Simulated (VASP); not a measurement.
KF: single point with PBE

Crystal: KF.

```xyz
2
Lattice="0.0000 2.7957 2.7957 2.7957 0.0000 2.7957 2.7957 2.7957 0.0000" Properties=species:S:1:pos:R:3 pbc="T T T"
K     0.0000    0.0000    0.0000
F     1.3978    1.3978    1.3978
```

This cell differs from its parent crystal: strain -4.8%.

```json
{
  "Program": "VASP 6.6.1",
  "Task": "single point",
  "Functional": "PBE",
  "Potentials or basis": "VASP PAW PBE potentials, release 64 (K_sv, F)",
  "Cutoff": "520 eV",
  "k mesh": "8 × 8 × 8",
  "Occupations": "fermi-dirac, width 0.02 eV",
  "Spin": "no spin polarisation"
}
```

```json
{"Pressure": "6.1 GPa", "Band gap on the k mesh": "5.56 eV, indirect (least direct gap 5.92 eV)"}
```

Levels at points of the mesh, in eV from the valence-band top:
```
           k point  band 6  band 7  band 8  band 9  band 10  band 11
(0.00, 0.00, 0.00)   -0.35   -0.35   -0.35    5.56    12.30    12.30
(0.50, 0.00, 0.00)   -0.32   -0.21   -0.21    8.50     9.99    11.42
(0.50, 0.50, 0.00)   -0.63    0.00    0.00    8.64     8.73    13.51
```

Wall time 18 s on 1 thread of Intel(R) Xeon(R) Platinum 8259CL CPU @ 2.50GHz (Skylake/Cascade Lake) (shared host), peak memory 0.17 GiB.

Caveat: the cell differs from its parent crystal (strain -4.8%). A k mesh can miss the band edges.
